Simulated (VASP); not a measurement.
# Al2O (antifluorite type) (Fm-3m) in VASP: single point with PBE

Aim: the single point of Al2O (antifluorite type) with PBE.

Everything below comes from runs of VASP 6.6.1. Logs are shortened: lines on timing, memory, paths and dates and some standing lists are left out, and cuts for length are marked.

## 1. The cell of the first run

Symmetry: Fm-3m, No. 225, cubic system. The conventional cell has a = 5.658 Å, b = 5.658 Å, c = 5.658 Å, α = 90.00°, β = 90.00°, γ = 90.00°. Within 3.2 Å of Al (site symmetry -43m) lie 4 O at 2.45 Å and 6 Al at 2.83 Å. O (site symmetry m-3m) has 8 Al at 2.45 Å within 3.2 Å.

## 2. Single point, PBE

Input file INCAR:

```
PREC = Accurate
ENCUT = 600
EDIFF = 1E-6
ISMEAR = -1
SIGMA = 0.06122561905347299
LREAL = False
LASPH = True
NELM = 120
ALGO = Normal
ISIF = 2
LWAVE = False
LCHARG = False
GGA = PE
NBANDS = 13
GGA_COMPAT = False
```

Input file KPOINTS:

```
regular mesh
0
Gamma
  33 33 33
```

Input file POSCAR:

```
Al2O
1.0
    0.0000000000      2.8290690248      2.8290690248
    2.8290690248      0.0000000000      2.8290690248
    2.8290690248      2.8290690248      0.0000000000
Al O
2 1
Direct
    0.2500000000      0.2500000000      0.2500000000
    0.7500000000      0.7500000000      0.7500000000
    0.0000000000      0.0000000000      0.0000000000
```

Potentials or basis: VASP PAW PBE potentials, release 64 (Al, O).

On the command line:

```
> cat potpaw_PBE.64/Al/POTCAR potpaw_PBE.64/O/POTCAR > POTCAR
> mpirun -np 1 vasp_std > vasp.out
```

OUTCAR:

```text
PREC = Accurate
   ENCUT = 600
   EDIFF = 1E-6
   ISMEAR = -1
   LREAL = False
   LASPH = True
   NELM = 120
   ISIF = 2
   GGA = PE

 ion  position               nearest neighbor table
   1  0.250  0.250  0.250-   3 2.45   3 2.45   3 2.45   3 2.45   2 2.83   2 2.83   2 2.83   2 2.83
                             2 2.83   2 2.83
   2  0.750  0.750  0.750-   3 2.45   3 2.45   3 2.45   3 2.45   1 2.83   1 2.83   1 2.83   1 2.83
                             1 2.83   1 2.83
   3  0.000  0.000  0.000-   1 2.45   2 2.45   2 2.45   2 2.45   2 2.45   1 2.45   1 2.45   1 2.45

  LATTYP: Found a face centered cubic cell.
 ALAT       =     5.6581380496

  Lattice vectors:

 A1 = (   0.0000000000,   2.8290690248,   2.8290690248)
 A2 = (   2.8290690248,   0.0000000000,   2.8290690248)
 A3 = (   2.8290690248,   2.8290690248,   0.0000000000)

Analysis of symmetry for initial positions (statically):
=====================================================================
 Subroutine PRICEL returns:
 Original cell was already a primitive cell.

 Routine SETGRP: Setting up the symmetry group for a
 face centered cubic supercell.

 Subroutine GETGRP returns: Found 48 space group operations
 (whereof 48 operations were pure point group operations)
 out of a pool of 48 trial point group operations.

The static configuration has the point symmetry O_h .

Analysis of symmetry for dynamics (positions and initial velocities):
=====================================================================
 Subroutine PRICEL returns:
 Original cell was already a primitive cell.

 Routine SETGRP: Setting up the symmetry group for a
 face centered cubic supercell.

 Subroutine GETGRP returns: Found 48 space group operations
 (whereof 48 operations were pure point group operations)
 out of a pool of 48 trial point group operations.

The dynamic configuration has the point symmetry O_h .

 Subroutine INISYM returns: Found 48 space group operations
 (whereof 48 operations are pure point group operations),
 and found     1 'primitive' translations

----------------------------------------------------------------------------------------

                                     Primitive cell

  volume of cell :      45.2857

  direct lattice vectors                    reciprocal lattice vectors
     0.000000000  2.829069025  2.829069025    -0.176736586  0.176736586  0.176736586
     2.829069025  0.000000000  2.829069025     0.176736586 -0.176736586  0.176736586
     2.829069025  2.829069025  0.000000000     0.176736586  0.176736586 -0.176736586

  length of vectors
[... 96 lines left out ...]
   NUPDOWN=      -1.0000    fix difference up-down
   EMIN   =  10.00;   EMAX   =-10.00  energy-range for DOS
   EFERMI =   0.00;   METHOD = LEGACY
   ISMEAR =    -1;   SIGMA  =   0.06  broadening in eV -4-tet -1-fermi 0-gaus
   EFERMI_NEDOS =   21; number of points for ismear=-14 and -15
   IALGO  =     38    algorithm
   IMIX   =      4    mixing-type and parameters
     AMIX     =   0.40;   BMIX     =  1.00
     AMIX_MAG =   1.60;   BMIX_MAG =  1.00
  volume/ion in A,a.u.               =      15.10       101.87
  Fermi-wavevector in a.u.,A,eV,Ry     =   1.051514  1.987073 15.043711  1.105682
  Thomas-Fermi vector in A             =   2.186560
   LORBIT       =      0    0 simple, 1 ext, 2 COOP (PROOUT), +10 PAW based schemes
   GGA     = PE    functional components
   LHFCALC =     F    Hartree Fock is set to
   AEXX    =    0.0000 exact exchange contribution
   IVDW    =     0    specifies the selected vdW correction
   LEPSILON=     F    determine dielectric tensor
   LRPA    =     F    only Hartree local field effects (RPA)
 non-spin polarized calculation
  energy-cutoff  :      600.00
  volume of cell :       45.29
 maximum number of plane-waves:      1531
   NGX = 15   NGY = 15   NGZ = 15

 number of electron      12.0000004 magnetization

 Free energy of the ion-electron system (eV)
  ---------------------------------------------------
  ext. energy  EPLUGINS =         0.00000000
  ---------------------------------------------------
  free energy    TOTEN  =       -12.18832342 eV

  energy without entropy =      -12.15523638  energy(sigma->0) =      -12.17177990

 E-fermi :   6.5095     XC(G=0):  -9.9994

 val. band max:        6.5077524543   @ k =  -0.3030   0.3333   0.0606
 cond. band min:       6.5096548942   @ k =  -0.1515   0.1818   0.0303
 fundamental gap:      0.0019024399
 Fermi energy:         6.5094861876

 k-point     1 :       0.0000    0.0000    0.0000
  band No.  band energies     occupation
      1     -12.5801      2.00000
      2      -0.5428      2.00000
      3       1.9788      2.00000
      4       1.9788      2.00000
      5       1.9788      2.00000
      6       8.1596      0.00000
      7       8.1596      0.00000
      8       8.1596      0.00000
      9      11.1184      0.00000
     10      12.9765      0.00000
     11      12.9765      0.00000
     12      12.9765      0.00000
     13      13.2730      0.00000
[... 354 lines left out ...]
  band No.  band energies     occupation
      1     -12.4906      2.00000
      2      -1.0040      2.00000
      3       1.8090      2.00000
      4       1.8371      2.00000
      5       2.4469      2.00000
      6       6.8161      0.01328
      7       8.3958      0.00000
      8       8.4479      0.00000
      9      10.8988      0.00000
     10      11.6075      0.00000
     11      11.7542      0.00000
     12      13.9648      0.00000
     13      15.6687      0.00000

 [... further k-points ...]

------------------------ aborting loop because EDIFF is reached ----------------------------------------

  FORCE on cell =-STRESS in cart. coord.  units (eV):
  Direction    XX          YY          ZZ          XY          YZ          ZX
  --------------------------------------------------------------------------------------
  -------------------------------------------------------------------------------------
  Total        0.2958296      0.2958296      0.2958296     -0.0000000     -0.0000000      0.0000000
  in kB       10.4662626     10.4662626     10.4662626     -0.0000000     -0.0000000      0.0000000
  external PRESSURE =      10.4662626 kB  Pullay stress =       0.0000000 kB

 VOLUME and BASIS-vectors are now :
 -----------------------------------------------------------------------------
  energy-cutoff  :      600.00
  volume of cell :       45.29
      direct lattice vectors                 reciprocal lattice vectors
     0.000000000  2.829069025  2.829069025    -0.176736586  0.176736586  0.176736586
     2.829069025  0.000000000  2.829069025     0.176736586 -0.176736586  0.176736586
     2.829069025  2.829069025  0.000000000     0.176736586  0.176736586 -0.176736586

 POSITION                                       TOTAL-FORCE (eV/Angst)
 -----------------------------------------------------------------------------------
      1.41453      1.41453      1.41453        -0.000000      0.000000     -0.000000
      4.24360      4.24360      4.24360         0.000000     -0.000000      0.000000
      0.00000      0.00000      0.00000        -0.000000     -0.000000      0.000000
 -----------------------------------------------------------------------------------
    total drift:                                0.000000     -0.000000      0.000000

  FREE ENERGIE OF THE ION-ELECTRON SYSTEM (eV)
  ---------------------------------------------------
  free  energy   TOTEN  =       -12.1883234159 eV

  energy  without entropy=      -12.1552363801  energy(sigma->0) =      -12.17177990
```

It took 10 min on 1 thread of AMD EPYC 9755, shared host; peak memory 0.65 GiB.

What came out:

* Free energy: -12.1883 eV
* Pressure: 1.0 GPa
* Band gap on the k mesh: zero (bands 6 and 7 overlap by 1.99 eV)
